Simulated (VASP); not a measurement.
# WC (P-6m2) in VASP: vibrations by perturbation theory with PBE

Aim: the vibrations by perturbation theory of WC with PBE.

Everything below comes from runs of VASP 6.6.1. Logs are shortened: lines on timing, memory, paths and dates and some standing lists are left out, and cuts for length are marked.

## Step 1: The cell of the first run

The structure is hexagonal, space group P-6m2 (No. 187). The conventional cell has a = 2.923 Å, b = 2.923 Å, c = 2.846 Å, α = 90.00°, β = 90.00°, γ = 120.00°. Within 3.0 Å of W (site symmetry -6m2) lie 6 C at 2.21 Å and 8 W at 2.85 to 2.92 Å. C (site symmetry -6m2) has 6 W at 2.21 Å and 8 C at 2.85 to 2.92 Å within 3.0 Å.

## Step 2: Vibrations by perturbation theory, PBE

The input, INCAR:

```
SYSTEM = WC
PREC = Accurate
ENCUT = 520
EDIFF = 1E-8
ISMEAR = -1
SIGMA = 0.15
LREAL = .False.
LASPH = .True.
NELM = 60
ALGO = Normal
ISIF = 2
LWAVE = .False.
LCHARG = .False.
GGA = PE
IBRION = 8
NSW = 1
```

The input, KPOINTS:

```
regular mesh
0
Gamma
  24 24 20
  0 0 0
```

The input, POSCAR:

```
WC
1.0
    2.9228893463      0.0000000000      0.0000000000
   -1.4614446731      2.5312964263      0.0000000000
    0.0000000000      0.0000000000      2.8457158418
W C
1 1
Direct
    0.0000000000      0.0000000000      0.0000000000
    0.6666666667      0.3333333333      0.5000000000
```

Potentials or basis: VASP PAW PBE potentials, release 64 (W_sv, C).

Launch:

```bash
$ cat potpaw_PBE.64/W_sv/POTCAR potpaw_PBE.64/C/POTCAR > POTCAR
$ mpirun -np 1 vasp_std > vasp.out
```

OUTCAR:

```text
SYSTEM = WC
   PREC = Accurate
   ENCUT = 520
   EDIFF = 1E-8
   ISMEAR = -1
   LREAL = .False.
   LASPH = .True.
   NELM = 60
   ISIF = 2
   GGA = PE
   IBRION = 8
   NSW = 1

 ion  position               nearest neighbor table
   1  0.000  0.000  0.000-   2 2.21   2 2.21   2 2.21   2 2.21   2 2.21   2 2.21
   2  0.667  0.333  0.500-   1 2.21   1 2.21   1 2.21   1 2.21   1 2.21   1 2.21

  LATTYP: Found a hexagonal cell.
 ALAT       =     2.9228893463
 C/A-ratio  =     0.9735968436

  Lattice vectors:

 A1 = (   2.9228893463,   0.0000000000,   0.0000000000)
 A2 = (  -1.4614446731,   2.5312964263,   0.0000000000)
 A3 = (   0.0000000000,   0.0000000000,   2.8457158418)

Analysis of symmetry for initial positions (statically):
=====================================================================
 Subroutine PRICEL returns:
 Original cell was already a primitive cell.

 Routine SETGRP: Setting up the symmetry group for a
 hexagonal supercell.

 Subroutine GETGRP returns: Found 12 space group operations
 (whereof 12 operations were pure point group operations)
 out of a pool of 24 trial point group operations.

The static configuration has the point symmetry D_3h.

Analysis of symmetry for dynamics (positions and initial velocities):
=====================================================================
 Subroutine PRICEL returns:
 Original cell was already a primitive cell.

 Routine SETGRP: Setting up the symmetry group for a
 hexagonal supercell.

 Subroutine GETGRP returns: Found 12 space group operations
 (whereof 12 operations were pure point group operations)
 out of a pool of 24 trial point group operations.

The dynamic configuration has the point symmetry D_3h.

 Subroutine INISYM returns: Found 12 space group operations
 (whereof 12 operations are pure point group operations),
 and found     1 'primitive' translations

----------------------------------------------------------------------------------------

                                     Primitive cell

  volume of cell :      21.0546

  direct lattice vectors                    reciprocal lattice vectors
     2.922889346  0.000000000  0.000000000     0.342127218  0.197527241  0.000000000
    -1.461444673  2.531296426  0.000000000     0.000000000  0.395054483  0.000000000
     0.000000000  0.000000000  2.845715842     0.000000000  0.000000000  0.351405430

  length of vectors
     2.922889346  2.922889346  2.845715842     0.395054483  0.395054483  0.351405430

  position of ions in fractional coordinates (direct lattice)
     0.000000000  0.000000000  0.000000000
     0.666666667  0.333333333  0.500000000

  ion indices of the primitive-cell ions
   primitive index   ion index
                 1           1
                 2           2

----------------------------------------------------------------------------------------

 KPOINTS: regular mesh

Automatic generation of k-mesh.
 Grid dimensions read from file:
 generate k-points for:   24   24   20

 Generating k-lattice:

  Cartesian coordinates                     Fractional coordinates (reciprocal lattice)
     0.014255301  0.008230302  0.000000000     0.041666667  0.000000000  0.000000000
     0.000000000  0.016460603  0.000000000     0.000000000  0.041666667  0.000000000
     0.000000000  0.000000000  0.017570272     0.000000000  0.000000000  0.050000000

  Length of vectors
     0.016460603  0.016460603  0.017570272

[... 83 lines left out ...]
   LRPA    =     F    only Hartree local field effects (RPA)
 non-spin polarized calculation
  energy-cutoff  :      520.00
  volume of cell :       21.05
 maximum number of plane-waves:       587
 NGX is ok and might be reduce to    24
   NGX = 11   NGY = 11   NGZ = 11

--------------------------------------- Ionic step        1  -------------------------------------------

 number of electron      18.0000000 magnetization

 Free energy of the ion-electron system (eV)
  ---------------------------------------------------
  ext. energy  EPLUGINS =         0.00000000
  ---------------------------------------------------
  free energy    TOTEN  =       -22.46031123 eV

  energy without entropy =      -22.43655221  energy(sigma->0) =      -22.44843172

 E-fermi :  10.9127     XC(G=0): -13.7186

 val. band max:       10.8883204315   @ k =   0.4583   0.0833   0.5000
 cond. band min:      10.9237434335   @ k =   0.1250  -0.0000   0.3500
 fundamental gap:      0.0354230019
 Fermi energy:        10.9126790154

 k-point     1 :       0.0000    0.0000    0.0000
  band No.  band energies     occupation
      1     -63.1557      2.00000
      2     -27.1331      2.00000
      3     -27.0426      2.00000
      4     -27.0426      2.00000
      5      -3.4677      2.00000
      6       6.6469      2.00000
      7       7.5853      2.00000
      8       7.5853      2.00000
      9      10.9807      0.77703
     10      14.0483      0.00000
     11      14.0483      0.00000
     12      16.4267      0.00000
     13      16.4267      0.00000
[... 354 lines left out ...]
  band No.  band energies     occupation
      1     -63.1018      2.00000
      2     -27.8013      2.00000
      3     -27.2304      2.00000
      4     -27.0290      2.00000
      5      -0.1721      2.00000
      6       3.9290      2.00000
      7       7.3625      2.00000
      8       7.3665      2.00000
      9      10.3885      1.94105
     10      13.0980      0.00000
     11      15.1410      0.00000
     12      15.6209      0.00000
     13      17.7673      0.00000

 [... further k-points ...]

------------------------ aborting loop because EDIFF is reached ----------------------------------------

  FORCE on cell =-STRESS in cart. coord.  units (eV):
  Direction    XX          YY          ZZ          XY          YZ          ZX
  --------------------------------------------------------------------------------------
  -------------------------------------------------------------------------------------
  Total        0.1265271      0.1265271      0.1654417      0.0000000     -0.0000000      0.0000000
  in kB        9.6282456      9.6282456     12.5895038      0.0000000     -0.0000000      0.0000000
  external PRESSURE =      10.6153317 kB  Pullay stress =       0.0000000 kB

 VOLUME and BASIS-vectors are now :
 -----------------------------------------------------------------------------
  energy-cutoff  :      520.00
  volume of cell :       21.05
      direct lattice vectors                 reciprocal lattice vectors
     2.922889346  0.000000000  0.000000000     0.342127218  0.197527241  0.000000000
    -1.461444673  2.531296426  0.000000000     0.000000000  0.395054483  0.000000000
     0.000000000  0.000000000  2.845715842     0.000000000  0.000000000  0.351405430

 POSITION                                       TOTAL-FORCE (eV/Angst)
 -----------------------------------------------------------------------------------
      0.00000      0.00000      0.00000        -0.000000      0.000000      0.000000
      1.46144      0.84377      1.42286         0.000000      0.000000      0.000000
 -----------------------------------------------------------------------------------
    total drift:                                0.000000     -0.000000      0.000000

  FREE ENERGIE OF THE ION-ELECTRON SYSTEM (eV)
  ---------------------------------------------------
  free  energy   TOTEN  =       -22.4603112311 eV

  energy  without entropy=      -22.4365522064  energy(sigma->0) =      -22.44843172

[... ionic steps 2 to 3 ...]

--------------------------------------- Ionic step        4  -------------------------------------------

------------------------ aborting loop because EDIFF is reached ----------------------------------------
[... 11 lines left out ...]
[... ionic steps 8 to 8 ...]

--------------------------------------- Ionic step        9  -------------------------------------------

 Free energy of the ion-electron system (eV)
  ---------------------------------------------------
  ---------------------------------------------------
  free energy    TOTEN  =        -0.12183755 eV

  energy without entropy =       -0.12183755

------------------------ aborting loop because EDIFF is reached ----------------------------------------

 INTERNAL STRAIN TENSOR  FOR ION    2  DIRECTION 3   (eV/Angst):
 -----------------------------------------------------------------------------
     0.01543  0.00000  0.00000
     0.00000  0.01543 -0.00000
     0.00000 -0.00000 -0.02446

 INTERNAL STRAIN TENSOR FOR ION    2 for displacements in x,y,z  (eV/Angst):
          X           Y           Z          XY          YZ          ZX
  --------------------------------------------------------------------------------
  x    -0.00000     0.00000    -0.00000    -4.86542     0.00000     0.00000
  y    -4.86542     4.86542     0.00000     0.00000     0.00000     0.00000
  z     0.00000     0.00000     0.00000    -0.00000     0.00000     0.00000

 SECOND DERIVATIVES (NOT SYMMETRIZED)
 ------------------------------------
               1X          1Y          1Z          2X          2Y          2Z
  1X   -15.197070   -0.000000    0.000000   15.197070    0.000000    0.000000
  1Y    -0.000000  -15.197070    0.000000    0.000000   15.197070    0.000000
  1Z    -0.000000    0.000000  -13.335298    0.000000   -0.000000   13.335298
  2X    15.197176    0.000000    0.000000  -15.197176   -0.000000    0.000000
  2Y     0.000000   15.197176    0.000000   -0.000000  -15.197176    0.000000
  2Z     0.000000   -0.000000   13.337502    0.000000    0.000000  -13.337502

 Eigenvectors and eigenvalues of the dynamical matrix
 ----------------------------------------------------

   1 f  =   18.150336 THz   114.041925 2PiTHz  605.430041 cm-1    75.063724 meV
             X         Y         Z           dx          dy          dz
      0.000000  0.000000  0.000000     0.227132    0.098666    0.000000
      1.461445  0.843765  1.422858    -0.888631   -0.386020    0.000000
[... 21 lines left out ...]
   6 f/i=    0.000337 THz     0.002117 2PiTHz    0.011241 cm-1     0.001394 meV
             X         Y         Z           dx          dy          dz
      0.000000  0.000000  0.000000    -0.000000   -0.000000   -0.968858
      1.461445  0.843765  1.422858    -0.000000   -0.000000   -0.247618

--------------------------------------------------------------------------------------------------------

 ELASTIC MODULI CONTR FROM IONIC RELAXATION (kBar)
 Direction    XX          YY          ZZ          XY          YZ          ZX
 --------------------------------------------------------------------------------
 XX         -92.7424     92.7424      0.0000     -0.0000      0.0000      0.0000
 YY          92.7424    -92.7424     -0.0000     -0.0000      0.0000      0.0000
 ZZ           0.0000     -0.0000     -0.0000     -0.0000      0.0000      0.0000
 XY          -0.0000     -0.0000     -0.0000    -92.7424      0.0000      0.0000
 YZ           0.0000      0.0000      0.0000      0.0000      0.0000      0.0000
 ZX           0.0000      0.0000      0.0000      0.0000      0.0000      0.0000
 --------------------------------------------------------------------------------
```

Run time: 40 min. Hardware: 1 thread of AMD EPYC 9R45 (Zen 5), shared host; peak memory 1.7 GiB.

Results:

```
Highest phonon frequency at Γ : 605 cm⁻¹
```

Phonon frequencies in cm⁻¹ (negative: imaginary):
| q point | frequencies |
| --- | --- |
| (0.000, 0.000, 0.000) | 0 0 0 567 605 605 |

Caveat: the cell stands under pressure or tension, which shifts response properties; spin-orbit coupling is left out, which moves the levels of the heavy elements.
